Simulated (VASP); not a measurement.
# Si3N4 (Fd-3m) in VASP: notebook

The runs below take Si3N4 through single point, with PBEsol.

All numbers are computed with VASP 6.6.1; they aren't measurements. Logs are shortened: lines on timing, memory, paths and dates and some standing lists are left out, and cuts for length are marked.

## Step 1: The cell of the first run

The structure is cubic, space group Fd-3m (No. 227). The conventional cell has a = 7.666 Å, b = 7.666 Å, c = 7.666 Å, α = 90.00°, β = 90.00°, γ = 90.00°. Si (site symmetry -3m) has 6 N at 1.86 Å within 2.5 Å. Within 2.3 Å of Si (site symmetry -43m) lie 4 N at 1.76 Å. N (site symmetry 3m) has 4 Si at 1.76 to 1.86 Å within 2.3 Å.

## Step 2: Single point, PBEsol (8.04 Å³/atom)

File INCAR:

```
ALGO     = Normal         # electronic algorithm
EDIFF    = 1E-6           # SCF threshold, eV
ENCUT    = 520            # plane-wave cutoff, eV
GGA      = PS             # functional
ISIF     = 2              # what is computed and relaxed
ISMEAR   = 0              # smearing method
LASPH    = T              # aspherical terms in the spheres
LCHARG   = T              # write CHGCAR
LELF     = T              # ELF
LREAL    = F              # projectors in reciprocal space
LVHAR    = T            
LWAVE    = F              # write WAVECAR
NBANDS   = 45             # bands
NELM     = 80             # most SCF steps
PREC     = Accurate       # precision mode
SIGMA    = 0.02           # smearing width, eV
```

File KPOINTS:

```
k-points
0
Gamma
  6 6 6
```

File POSCAR:

```
Si3N4
1.0
    0.0000000000      3.8328655235      3.8328655235
    3.8328655235      0.0000000000      3.8328655235
    3.8328655235      3.8328655235      0.0000000000
Si N
6 8
Direct
    0.1250000000      0.1250000000      0.6250000000
    0.1250000000      0.6250000000      0.1250000000
    0.6250000000      0.1250000000      0.1250000000
    0.1250000000      0.1250000000      0.1250000000
    0.7500000000      0.7500000000      0.7500000000
    0.5000000000      0.5000000000      0.5000000000
    0.3677142741      0.3677142741      0.3677142741
    0.3531428223      0.8822857259      0.8822857259
    0.8822857259      0.8822857259      0.3531428223
    0.8822857259      0.3531428223      0.8822857259
    0.3677142741      0.3677142741      0.8968571777
    0.3677142741      0.8968571777      0.3677142741
    0.8822857259      0.8822857259      0.8822857259
    0.8968571777      0.3677142741      0.3677142741
```

Potentials or basis: VASP PAW PBE potentials, release 64 (Si, N).

The run is started by

```sh
cat potpaw_PBE.64/Si/POTCAR potpaw_PBE.64/N/POTCAR > POTCAR
mpirun -np 1 vasp_std > vasp.out
```

OUTCAR:

```text
EDIFF = 1E-6
   ENCUT = 520
   GGA = PS
   ISIF = 2
   ISMEAR = 0
   LASPH = T
   LREAL = F
   NELM = 80
   PREC = Accurate

 ion  position               nearest neighbor table
   1  0.125  0.125  0.625-   8 1.86  10 1.86  12 1.86  14 1.86  13 1.86   7 1.86   4 2.71   2 2.71
                             3 2.71   4 2.71   2 2.71   3 2.71
   2  0.125  0.625  0.125-   8 1.86   9 1.86  11 1.86  14 1.86  13 1.86   7 1.86   4 2.71   1 2.71
                             1 2.71   3 2.71   4 2.71   3 2.71
   3  0.625  0.125  0.125-   9 1.86  10 1.86  11 1.86  12 1.86   7 1.86  13 1.86   4 2.71   1 2.71
                             2 2.71   1 2.71   2 2.71   4 2.71
   4  0.125  0.125  0.125-   8 1.86   9 1.86  10 1.86  11 1.86  12 1.86  14 1.86   1 2.71   2 2.71
                             3 2.71   1 2.71   2 2.71   3 2.71
   5  0.750  0.750  0.750-  13 1.76   9 1.76  10 1.76   8 1.76
   6  0.500  0.500  0.500-   7 1.76  11 1.76  12 1.76  14 1.76
   7  0.368  0.368  0.368-   6 1.76   2 1.86   3 1.86   1 1.86
   8  0.353  0.882  0.882-   5 1.76   2 1.86   1 1.86   4 1.86
   9  0.882  0.882  0.353-   5 1.76   3 1.86   2 1.86   4 1.86
  10  0.882  0.353  0.882-   5 1.76   3 1.86   1 1.86   4 1.86
  11  0.368  0.368  0.897-   6 1.76   3 1.86   2 1.86   4 1.86
  12  0.368  0.897  0.368-   6 1.76   3 1.86   1 1.86   4 1.86
  13  0.882  0.882  0.882-   5 1.76   2 1.86   3 1.86   1 1.86
  14  0.897  0.368  0.368-   6 1.76   2 1.86   1 1.86   4 1.86

  LATTYP: Found a face centered cubic cell.
 ALAT       =     7.6657310470

  Lattice vectors:

 A1 = (   0.0000000000,   3.8328655235,   3.8328655235)
 A2 = (   3.8328655235,   0.0000000000,   3.8328655235)
 A3 = (   3.8328655235,   3.8328655235,   0.0000000000)

Analysis of symmetry for initial positions (statically):
=====================================================================
 Subroutine PRICEL returns:
 Original cell was already a primitive cell.

 Routine SETGRP: Setting up the symmetry group for a
 face centered cubic supercell.

 Subroutine GETGRP returns: Found 48 space group operations
 (whereof 24 operations were pure point group operations)
 out of a pool of 48 trial point group operations.

The static configuration has the point symmetry T_d .
 The point group associated with its full space group is O_h .

Analysis of symmetry for dynamics (positions and initial velocities):
=====================================================================
 Subroutine PRICEL returns:
 Original cell was already a primitive cell.

 Routine SETGRP: Setting up the symmetry group for a
 face centered cubic supercell.

 Subroutine GETGRP returns: Found 48 space group operations
 (whereof 24 operations were pure point group operations)
[... 138 lines left out ...]
     AMIX_MAG =   1.60;   BMIX_MAG =  1.00
  volume/ion in A,a.u.               =       8.04        54.28
  Fermi-wavevector in a.u.,A,eV,Ry     =   1.356026  2.562517 25.018469  1.838806
  Thomas-Fermi vector in A             =   2.483064
   LORBIT       =      0    0 simple, 1 ext, 2 COOP (PROOUT), +10 PAW based schemes
   GGA     = PS    functional components
   LHFCALC =     F    Hartree Fock is set to
   AEXX    =    0.0000 exact exchange contribution
   IVDW    =     0    specifies the selected vdW correction
   LEPSILON=     F    determine dielectric tensor
   LRPA    =     F    only Hartree local field effects (RPA)
 non-spin polarized calculation
 Gauss-broadening in eV      SIGMA  =   0.02
  energy-cutoff  :      520.00
  volume of cell :      112.62
 maximum number of plane-waves:      3071
   NGX = 21   NGY = 21   NGZ = 21

 number of electron      64.0000009 magnetization

 Free energy of the ion-electron system (eV)
  ---------------------------------------------------
  ext. energy  EPLUGINS =         0.00000000
  ---------------------------------------------------
  free energy    TOTEN  =      -119.17556994 eV

  energy without entropy =     -119.17556994  energy(sigma->0) =     -119.17556994

 E-fermi :   9.7867     XC(G=0): -12.6304

 val. band max:        9.6675057426   @ k =  -0.1667   0.1667   0.0000
 cond. band min:      13.0668817983   @ k =   0.0000   0.0000   0.0000
 fundamental gap:      3.3993760557
 Fermi energy:         9.7867054277

 k-point     1 :       0.0000    0.0000    0.0000
  band No.  band energies     occupation
      1      -9.5852      2.00000
      2      -6.0900      2.00000
      3      -5.1222      2.00000
      4      -5.1222      2.00000
      5      -5.1222      2.00000
      6      -4.0655      2.00000
[... 741 lines left out ...]
     43      19.7931      0.00000
     44      19.7931      0.00000
 [bands above 44 left out]

------------------------ aborting loop because EDIFF is reached ----------------------------------------

  FORCE on cell =-STRESS in cart. coord.  units (eV):
  Direction    XX          YY          ZZ          XY          YZ          ZX
  --------------------------------------------------------------------------------------
  -------------------------------------------------------------------------------------
  Total        7.2665104      7.2665104      7.2665104      0.0000000     -0.0000000      0.0000000
  in kB      103.3798128    103.3798128    103.3798128      0.0000000     -0.0000000      0.0000000
  external PRESSURE =     103.3798128 kB  Pullay stress =       0.0000000 kB

 VOLUME and BASIS-vectors are now :
 -----------------------------------------------------------------------------
  energy-cutoff  :      520.00
  volume of cell :      112.62
      direct lattice vectors                 reciprocal lattice vectors
     0.000000000  3.832865524  3.832865524    -0.130450702  0.130450702  0.130450702
     3.832865524  0.000000000  3.832865524     0.130450702 -0.130450702  0.130450702
     3.832865524  3.832865524  0.000000000     0.130450702  0.130450702 -0.130450702

 POSITION                                       TOTAL-FORCE (eV/Angst)
 -----------------------------------------------------------------------------------
      2.87465      2.87465      0.95822         0.000000      0.000000      0.000000
      2.87465      0.95822      2.87465         0.000000      0.000000      0.000000
      0.95822      2.87465      2.87465         0.000000      0.000000      0.000000
      0.95822      0.95822      0.95822         0.000000      0.000000      0.000000
      5.74930      5.74930      5.74930         0.000000      0.000000      0.000000
      3.83287      3.83287      3.83287         0.000000      0.000000      0.000000
      2.81880      2.81880      2.81880         0.005476      0.005476      0.005476
      6.76337      4.73523      4.73523        -0.005476      0.005476      0.005476
      4.73523      4.73523      6.76337         0.005476      0.005476     -0.005476
      4.73523      6.76337      4.73523         0.005476     -0.005476      0.005476
      4.84693      4.84693      2.81880        -0.005476     -0.005476      0.005476
      4.84693      2.81880      4.84693        -0.005476      0.005476     -0.005476
      6.76337      6.76337      6.76337        -0.005476     -0.005476     -0.005476
      2.81880      4.84693      4.84693         0.005476     -0.005476     -0.005476
 -----------------------------------------------------------------------------------
    total drift:                               -0.000000      0.000000     -0.000000

  FREE ENERGIE OF THE ION-ELECTRON SYSTEM (eV)
  ---------------------------------------------------
  free  energy   TOTEN  =      -119.1755699417 eV

  energy  without entropy=     -119.1755699417  energy(sigma->0) =     -119.17556994
```

OSZICAR:

```text
N       E                     dE             d eps       ncg     rms          rms(c)
DAV:   1     0.247160977046E+03    0.24716E+03   -0.32863E+04  1440   0.136E+03
DAV:   2    -0.115014202823E+03   -0.36218E+03   -0.34482E+03  1807   0.284E+02
DAV:   3    -0.131864753485E+03   -0.16851E+02   -0.16750E+02  1832   0.631E+01
DAV:   4    -0.132039141671E+03   -0.17439E+00   -0.17399E+00  1816   0.692E+00
DAV:   5    -0.132042155871E+03   -0.30142E-02   -0.30114E-02  1777   0.840E-01    0.272E+01
DAV:   6    -0.119520836227E+03    0.12521E+02   -0.39419E+01  1731   0.258E+01    0.130E+01
DAV:   7    -0.119261426028E+03    0.25941E+00   -0.24630E+00  1800   0.681E+00    0.586E+00
DAV:   8    -0.119185920685E+03    0.75505E-01   -0.12289E-01  1700   0.166E+00    0.181E+00
DAV:   9    -0.119175313612E+03    0.10607E-01   -0.19009E-02  1792   0.681E-01    0.284E-01
DAV:  10    -0.119175560767E+03   -0.24715E-03   -0.95272E-04  1721   0.163E-01    0.879E-02
DAV:  11    -0.119175568051E+03   -0.72837E-05   -0.21703E-04  1739   0.734E-02    0.392E-02
DAV:  12    -0.119175569980E+03   -0.19296E-05   -0.84827E-06  1795   0.147E-02    0.149E-02
DAV:  13    -0.119175569942E+03    0.38742E-07   -0.10910E-06  1073   0.501E-03
   1 F= -.11917557E+03 E0= -.11917557E+03  d E =-.234655E-18
```

It took 1.9 min on 1 thread of Intel Xeon 8259CL, shared host; peak memory 0.25 GiB.

Results:

```
Free energy            : -119.1756 eV
Pressure               : 10.3 GPa
Largest force          : 0.009 eV/Å
Band gap on the k mesh : 3.40 eV (least direct gap 3.42 eV)
```

Forces on the atoms (eV/Å):
```
Si   0.000  0.000  0.000
Si   0.000  0.000  0.000
Si   0.000  0.000  0.000
Si   0.000  0.000  0.000
Si   0.000  0.000  0.000
Si   0.000  0.000  0.000
N    0.005  0.005  0.005
N   -0.005  0.005  0.005
N    0.005  0.005 -0.005
N    0.005 -0.005  0.005
N   -0.005 -0.005  0.005
N   -0.005  0.005 -0.005
N   -0.005 -0.005 -0.005
N    0.005 -0.005 -0.005
```

Caveat: the cell stands under pressure; the PAW data sets were made with another functional, which shifts forces and pressure a little.

[end of part 1 of 2]
